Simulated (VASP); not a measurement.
# NbVH4 (P4/mmm) in VASP: further runs

Runs on NbVH4. Level: LDA. Tasks: single point, relaxation of volume and atoms at fixed shape.

All numbers are computed with VASP 6.6.1; they aren't measurements. Logs are shortened: lines on timing, memory, paths and dates and some standing lists are left out, and cuts for length are marked.

## (1) The cell of the first run

The structure is tetragonal, space group P4/mmm (No. 123). The conventional cell has a = 3.055 Å, b = 3.055 Å, c = 4.321 Å, α = 90.00°, β = 90.00°, γ = 90.00°. Nb (site symmetry 4/mmm) has 8 H at 1.93 Å within 2.6 Å. Within 2.4 Å of V (site symmetry 4/mmm) lie 8 H at 1.81 Å. H (site symmetry 2mm) has 2 V at 1.81 Å and 2 Nb at 1.93 Å and 6 H at 1.95 to 2.37 Å within 2.4 Å.

## (2) Single point, LDA, collinear spin, ferromagnetic start

File INCAR:

```
SYSTEM = NbVH4
  PREC = Accurate
  ENCUT = 520
  EDIFF = 1E-6
  ISMEAR = 1
  SIGMA = 0.1
  LREAL = .FALSE.
  LASPH = .TRUE.
  NELM = 150
  ALGO = Normal
  ISIF = 2
  LWAVE = .FALSE.
  LCHARG = .FALSE.
  ISPIN = 2
  MAGMOM = 0 1.5 0 0 0 0
  LORBIT = 11
  LMAXMIX = 4
  NBANDS = 28
```

File KPOINTS:

```
regular mesh
0
G
  7 7 5
  0 0 0
```

File POSCAR:

```
NbVH4
1.0
    3.0552209616      0.0000000000      0.0000000000
    0.0000000000      3.0552209616      0.0000000000
    0.0000000000      0.0000000000      4.3207057958
Nb V H
1 1 4
Direct
    0.0000000000      0.0000000000      0.0000000000
    0.5000000000      0.5000000000      0.5000000000
    0.5000000000      0.0000000000      0.7252579703
    0.0000000000      0.5000000000      0.2747420297
    0.0000000000      0.5000000000      0.7252579703
    0.5000000000      0.0000000000      0.2747420297
```

Potentials or basis: VASP PAW LDA potentials, release 64 (Nb_sv, V_sv, H).

Launch:

```bash
$ cat potpaw_LDA.64/Nb_sv/POTCAR potpaw_LDA.64/V_sv/POTCAR potpaw_LDA.64/H/POTCAR > POTCAR
$ mpirun -np 1 vasp_std > vasp.out
```

OUTCAR:

```text
SYSTEM = NbVH4
   PREC = Accurate
   ENCUT = 520
   EDIFF = 1E-6
   ISMEAR = 1
   LREAL = .FALSE.
   LASPH = .TRUE.
   NELM = 150
   ISIF = 2
   ISPIN = 2
   LORBIT = 11

 ion  position               nearest neighbor table
   1  0.000  0.000  0.000-   3 1.93   4 1.93   5 1.93   6 1.93   4 1.93   5 1.93   3 1.93   6 1.93

   2  0.500  0.500  0.500-   3 1.81   4 1.81   5 1.81   6 1.81   3 1.81   6 1.81   4 1.81   5 1.81

   3  0.500  0.000  0.725-   2 1.81   2 1.81   1 1.93   1 1.93
   4  0.000  0.500  0.275-   2 1.81   2 1.81   1 1.93   1 1.93
   5  0.000  0.500  0.725-   2 1.81   2 1.81   1 1.93   1 1.93
   6  0.500  0.000  0.275-   2 1.81   2 1.81   1 1.93   1 1.93

  LATTYP: Found a simple tetragonal cell.
 ALAT       =     3.0552209616
 C/A-ratio  =     1.4142040298

  Lattice vectors:

 A1 = (   3.0552209616,   0.0000000000,   0.0000000000)
 A2 = (   0.0000000000,   3.0552209616,   0.0000000000)
 A3 = (   0.0000000000,   0.0000000000,   4.3207057958)

Analysis of symmetry for initial positions (statically):
=====================================================================
 Subroutine PRICEL returns:
 Original cell was already a primitive cell.

 Routine SETGRP: Setting up the symmetry group for a
 simple tetragonal supercell.

 Subroutine GETGRP returns: Found 16 space group operations
 (whereof 16 operations were pure point group operations)
 out of a pool of 16 trial point group operations.

The static configuration has the point symmetry D_4h.

Analysis of symmetry for dynamics (positions and initial velocities):
=====================================================================
 Subroutine PRICEL returns:
 Original cell was already a primitive cell.

 Routine SETGRP: Setting up the symmetry group for a
 simple tetragonal supercell.

 Subroutine GETGRP returns: Found 16 space group operations
 (whereof 16 operations were pure point group operations)
 out of a pool of 16 trial point group operations.

The dynamic configuration has the point symmetry D_4h.

Analysis of structural, dynamic, and magnetic symmetry:
=====================================================================
 Subroutine PRICEL returns:
 Original cell was already a primitive cell.

 Routine SETGRP: Setting up the symmetry group for a
 simple tetragonal supercell.

 Subroutine GETGRP returns: Found 16 space group operations
 (whereof 16 operations were pure point group operations)
 out of a pool of 16 trial point group operations.

The overall configuration has the point symmetry D_4h.

 Subroutine INISYM returns: Found 16 space group operations
 (whereof 16 operations are pure point group operations),
 and found     1 'primitive' translations

----------------------------------------------------------------------------------------

                                     Primitive cell

  volume of cell :      40.3311

  direct lattice vectors                    reciprocal lattice vectors
     3.055220962  0.000000000  0.000000000     0.327308569  0.000000000  0.000000000
     0.000000000  3.055220962  0.000000000     0.000000000  0.327308569  0.000000000
     0.000000000  0.000000000  4.320705796     0.000000000  0.000000000  0.231443669

  length of vectors
     3.055220962  3.055220962  4.320705796     0.327308569  0.327308569  0.231443669

  position of ions in fractional coordinates (direct lattice)
     0.000000000  0.000000000  0.000000000
     0.500000000  0.500000000  0.500000000
     0.500000000  0.000000000  0.725257970
     0.000000000  0.500000000  0.274742030
     0.000000000  0.500000000  0.725257970
     0.500000000  0.000000000  0.274742030

  ion indices of the primitive-cell ions
   primitive index   ion index
                 1           1
                 2           2
                 3           3
                 4           4
                 5           5
                 6           6
[... 30 lines left out ...]
  0.142857  0.000000  0.000000      4.000000
  0.285714  0.000000  0.000000      4.000000
  0.428571  0.000000  0.000000      4.000000
  0.142857  0.142857  0.000000      4.000000
  0.285714  0.142857  0.000000      8.000000
[... 16 lines left out ...]
  0.285714  0.000000  0.400000      8.000000
  0.428571  0.000000  0.400000      8.000000
 [... further k-points ...]
   k-points           NKPTS =     30   k-points in BZ     NKDIM =     30   number of bands    NBANDS=     28
   number of dos      NEDOS =    301   number of ions     NIONS =      6
   total plane-waves  NPLWV =  18432
   dimension x,y,z NGX =    24 NGY =   24 NGZ =   32
   dimension x,y,z NGXF=    48 NGYF=   48 NGZF=   64
   ions per type =               1   1   4
   NGX,Y,Z   is equivalent  to a cutoff of  13.06, 13.06, 12.31 a.u.
   NGXF,Y,Z  is equivalent  to a cutoff of  26.12, 26.12, 24.63 a.u.
 SYSTEM =  NbVH4
   PREC   = accura    normal or accurate (medium, high low for compatibility)
   ISTART =      0    job   : 0-new  1-cont  2-samecut
   ICHARG =      2    charge: 1-file 2-atom 10-const
   ISPIN  =      2    spin polarized calculation?
   LNONCOLLINEAR =      F non collinear calculations
   LSORBIT =      F    spin-orbit coupling
   LASPH  =      T    aspherical Exc in radial PAW
   ENCUT  =  520.0 eV  38.22 Ry    6.18 a.u.   5.68  5.68  8.03*2*pi/ulx,y,z
   NELM   =    150;   NELMIN=  2; NELMDL= -5     # of ELM steps
   EDIFF  = 0.1E-05   stopping-criterion for ELM
   LREAL  =      F    real-space projection
   EDIFFG = 0.1E-04   stopping-criterion for IOM
   NSW    =      0    number of steps for IOM
   IBRION =     -1    ionic relax: 0-MD 1-quasi-New 2-CG
   NFREE  =      0    steps in history (QN), initial steepest desc. (CG)
   ISIF   =      2    stress and relaxation
   ISYM   =      2    0-nonsym 1-usesym 2-fastsym
   POTIM  = 0.5000    time-step for ionic-motion
   TEBEG  =    0.0;   TEEND  =   0.0 temperature during run
   PSTRESS=    0.0 pullay stress
   NELECT =      30.0000    total number of electrons
   NUPDOWN=      -1.0000    fix difference up-down
   EMIN   =  10.00;   EMAX   =-10.00  energy-range for DOS
   EFERMI =   0.00;   METHOD = LEGACY
   ISMEAR =     1;   SIGMA  =   0.10  broadening in eV -4-tet -1-fermi 0-gaus
   EFERMI_NEDOS =   21; number of points for ismear=-14 and -15
   IALGO  =     38    algorithm
   IMIX   =      4    mixing-type and parameters
     AMIX     =   0.40;   BMIX     =  1.00
     AMIX_MAG =   1.60;   BMIX_MAG =  1.00
  volume/ion in A,a.u.               =       6.72        45.36
  Fermi-wavevector in a.u.,A,eV,Ry     =   1.483321  2.803071 29.936116  2.200242
  Thomas-Fermi vector in A             =   2.596997
   LORBIT       =     11    0 simple, 1 ext, 2 COOP (PROOUT), +10 PAW based schemes
   GGA     = CA    functional components
   LHFCALC =     F    Hartree Fock is set to
   AEXX    =    0.0000 exact exchange contribution
   IVDW    =     0    specifies the selected vdW correction
   LEPSILON=     F    determine dielectric tensor
   LRPA    =     F    only Hartree local field effects (RPA)
 spin polarized calculation
 Methfessel and Paxton  Order N= 1 SIGMA  =   0.10
  energy-cutoff  :      520.00
  volume of cell :       40.33
 maximum number of plane-waves:      1100
 NGX is ok and might be reduce to    24
   NGX = 11   NGY = 11   NGZ = 17

 number of electron      29.9999991 magnetization       0.0005268

 number of electron      29.9999991 magnetization      -0.0009747

 Free energy of the ion-electron system (eV)
  ---------------------------------------------------
  ext. energy  EPLUGINS =         0.00000000
  ---------------------------------------------------
  free energy    TOTEN  =       -37.12548927 eV

  energy without entropy =      -37.12513669  energy(sigma->0) =      -37.12537175

 E-fermi :   9.7192     XC(G=0): -12.6697

 val. band max:        9.7067063812   @ k =   0.2857   0.1429   0.0000
 cond. band min:       9.7423620016   @ k =   0.4286   0.0000   0.0000
 fundamental gap:      0.0356556205
 Fermi energy:         9.7192006319

 spin component 1

 k-point     1 :       0.0000    0.0000    0.0000
  band No.  band energies     occupation
      1     -53.8858      1.00000
      2     -45.2442      1.00000
      3     -28.2131      1.00000
      4     -28.1410      1.00000
      5     -28.1410      1.00000
      6     -21.6359      1.00000
[... 709 lines left out ...]
     26      22.5768      0.00000
     27      23.3108      0.00000

 [... further k-points ...]

 spin component 2

 k-point     1 :       0.0000    0.0000    0.0000
  band No.  band energies     occupation
      1     -53.8869      1.00000
      2     -45.2441      1.00000
      3     -28.2142      1.00000
      4     -28.1420      1.00000
      5     -28.1420      1.00000
      6     -21.6357      1.00000
[... 709 lines left out ...]
     26      22.5765      0.00000
     27      23.3107      0.00000

 [... further k-points ...]

 [bands above 27 left out]

------------------------ aborting loop because EDIFF is reached ----------------------------------------

  FORCE on cell =-STRESS in cart. coord.  units (eV):
  Direction    XX          YY          ZZ          XY          YZ          ZX
  --------------------------------------------------------------------------------------
  -------------------------------------------------------------------------------------
  Total       -0.1919939     -0.1919939      0.3629211      0.0000000      0.0000000     -0.0000000
  in kB       -7.6270771     -7.6270771     14.4172633      0.0000000      0.0000000     -0.0000000
  external PRESSURE =      -0.2789637 kB  Pullay stress =       0.0000000 kB

 VOLUME and BASIS-vectors are now :
 -----------------------------------------------------------------------------
  energy-cutoff  :      520.00
  volume of cell :       40.33
      direct lattice vectors                 reciprocal lattice vectors
     3.055220962  0.000000000  0.000000000     0.327308569  0.000000000  0.000000000
     0.000000000  3.055220962  0.000000000     0.000000000  0.327308569  0.000000000
     0.000000000  0.000000000  4.320705796     0.000000000  0.000000000  0.231443669

 POSITION                                       TOTAL-FORCE (eV/Angst)
 -----------------------------------------------------------------------------------
      0.00000      0.00000      0.00000         0.000000      0.000000     -0.000000
      1.52761      1.52761      2.16035         0.000000      0.000000     -0.000000
      1.52761      0.00000      3.13363         0.000000     -0.000000      0.005140
      0.00000      1.52761      1.18708        -0.000000      0.000000     -0.005140
      0.00000      1.52761      3.13363         0.000000      0.000000      0.005140
      1.52761      0.00000      1.18708         0.000000     -0.000000     -0.005140
 -----------------------------------------------------------------------------------
    total drift:                                0.000000      0.000000     -0.000000

  FREE ENERGIE OF THE ION-ELECTRON SYSTEM (eV)
  ---------------------------------------------------
  free  energy   TOTEN  =       -37.1254892726 eV

  energy  without entropy=      -37.1251366934  energy(sigma->0) =      -37.12537175

 total charge

# of ion       s       p       d       tot
------------------------------------------
    1        2.152   6.040   2.580  10.772
    2        2.222   6.234   3.279  11.734
    3        0.574   0.030   0.000   0.604
    4        0.574   0.030   0.000   0.604
    5        0.574   0.030   0.000   0.604
    6        0.574   0.030   0.000   0.604
--------------------------------------------------
tot          6.668  12.396   5.859  24.922

 magnetization (x)

# of ion       s       p       d       tot
------------------------------------------
    1        0.000   0.000   0.000   0.000
    2       -0.000  -0.000  -0.001  -0.001
    3        0.000  -0.000   0.000   0.000
    4        0.000  -0.000   0.000   0.000
    5        0.000  -0.000   0.000   0.000
    6        0.000  -0.000   0.000   0.000
--------------------------------------------------
tot          0.000  -0.000  -0.001  -0.001
```

Wall time 39 s (1 thread of Intel Xeon 6975P-C, shared host); peak memory 0.18 GiB.

What came out:

| Quantity | Value |
| --- | --- |
| Free energy | -37.1255 eV |
| Pressure | 0.0 GPa |
| Largest force | 0.005 eV/Å |
| Band gap on the k mesh | zero (filled and empty bands overlap) |
| Net moment | 0.00 μB per cell |
| Valence electrons inside the program's atomic spheres | Nb 10.77; V 11.73; H 0.60 |

Forces in eV/Å, atoms in the order of the input:
```
Nb   0.000  0.000  0.000
V    0.000  0.000  0.000
H    0.000  0.000  0.005
H    0.000  0.000 -0.005
H    0.000  0.000  0.005
H    0.000  0.000 -0.005
```

Stress tensor (GPa, compression positive):
```
-0.76  0.00  0.00
 0.00 -0.76  0.00
 0.00  0.00  1.44
```

Levels at points of the mesh, in eV from the Fermi level:
Spin up:
```csv
k point,band 12,band 13,band 14,band 15,band 16,band 17,band 18,band 19
"(0.00, 0.00, 0.00)",-4.27,-1.27,-1.16,-1.16,0.19,0.88,1.04,2.47
```
Spin down:
```tsv
k point	band 12	band 13	band 14	band 15	band 16	band 17	band 18	band 19
(0.00, 0.00, 0.00)	-4.27	-1.27	-1.16	-1.16	0.19	0.88	1.03	2.47
```

(Continued in part 2 of 2.)
